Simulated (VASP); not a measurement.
Here is a VASP 6.6.1 calculation.

File INCAR:

```
  ALGO = Normal
  EDIFF = 1E-7
  ENCUT = 520
  GGA = RE
  ISIF = 2
  ISMEAR = 0
  LASPH = True
  LCHARG = False
  LREAL = False
  LWAVE = False
  NBANDS = 27
  NELM = 60
  PREC = Accurate
  SIGMA = 0.1
```

Contents of KPOINTS:

```
k-points
0
Gamma
  3 3 3
```

Contents of POSCAR:

```
Rb3Ag
1.0
    6.1361480000      0.0000000000      0.0000000000
    0.0000000000      6.1361480000      0.0000000000
    0.0000000000      0.0000000000      6.1361480000
Rb Ag
3 1
Direct
    0.0000000000      0.5000000000      0.5000000000
    0.5000000000      0.0000000000      0.5000000000
    0.5000000000      0.5000000000      0.0000000000
    0.0000000000      0.0000000000      0.0000000000
```

Potentials or basis: VASP PAW PBE potentials, release 64 (Rb_sv, Ag).

Launch:

```console
$ cat potpaw_PBE.64/Rb_sv/POTCAR potpaw_PBE.64/Ag/POTCAR > POTCAR
$ mpirun -np 1 vasp_std > vasp.out
```

Question: Predict the band gap on the k mesh.

Answer: 0.34 eV (least direct gap 0.56 eV).

Question: What does it give for the pressure?

Answer: 0.5 GPa.

Caveat: the PAW data sets were made with another functional, which shifts forces and pressure a little; an odd mesh through Γ misses points on the zone boundary, where band edges can lie.
